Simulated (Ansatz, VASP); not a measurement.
## Two plane-wave programs on Re

The input INCAR:

```
PREC = Accurate ; ENCUT = 600
EDIFF = 1E-6 ; ISMEAR = 0
SIGMA = 0.1 ; LREAL = False
LASPH = True ; NELM = 60
ALGO = Fast ; ISIF = 3
LWAVE = False ; LCHARG = False
GGA = PS ; IBRION = 2
NSW = 80 ; EDIFFG = -0.01
```

Contents of KPOINTS:

```
regular mesh
0
Gamma
  20 20 20
```

The input POSCAR:

```
Re
1.0
   -1.5421215032      1.5421215032      1.5421215032
    1.5421215032     -1.5421215032      1.5421215032
    1.5421215032      1.5421215032     -1.5421215032
Re
1
Direct
    0.0000000000      0.0000000000      0.0000000000
```

Input for Ansatz:

```yaml
crystal:
  lattice:
    - [-1.5421215032, 1.5421215032, 1.5421215032]
    - [1.5421215032, -1.5421215032, 1.5421215032]
    - [1.5421215032, 1.5421215032, -1.5421215032]
  atoms:
    - { symbol: Re, position: [0.0, 0.0, 0.0] }
basis:
  ecutwfc: 420
kpoints:
  mp_grid: { grid: [20, 20, 20] }
hamiltonian:
  xc: pbesol
scf:
  occupations: { method: gaussian, width: 0.1 }
output:
  forces: true
  stress: true
  eigenvalues: true
relax:
  adjacent_minimum: "off"
  f_tol: 0.01
  max_steps: 60
  cell: { stress_tol: 0.1 }
```

Alike in both runs: task relaxation of cell and atoms; functional PBEsol; k mesh 20 × 20 × 20; occupations gaussian, width 0.1 eV; no spin polarisation.

|  | VASP | Ansatz |
| --- | --- | --- |
| version | VASP 6.6.1 | Ansatz 0.2.0 |
| potentials or method | VASP PAW PBE potentials, release 64 (Re), cutoff 600 eV | scalar-relativistic, plane waves, PAW |
| valence electrons in the cell | 7 | 15 |

|  | VASP | Ansatz | Ansatz less VASP |
| --- | --- | --- | --- |
| gap on the k mesh at the Fermi level, each at its own relaxed structure (eV) | none | none | - |
| relaxed volume (Å³/atom) | 14.69 | 14.68 | -0.005 |
| relaxed cell length with the largest relative difference (Å) | 2.672 | 2.672 | -0.0003 |

VASP's potentials were made for PBE, not for PBEsol. A gap of «none» marks a metal or a gap that the smearing closes. VASP's potentials hold 7 valence electrons a cell and Ansatz's 15, so a difference there can come from the potentials and not from the codes.

Neither program's run includes spin-orbit coupling.
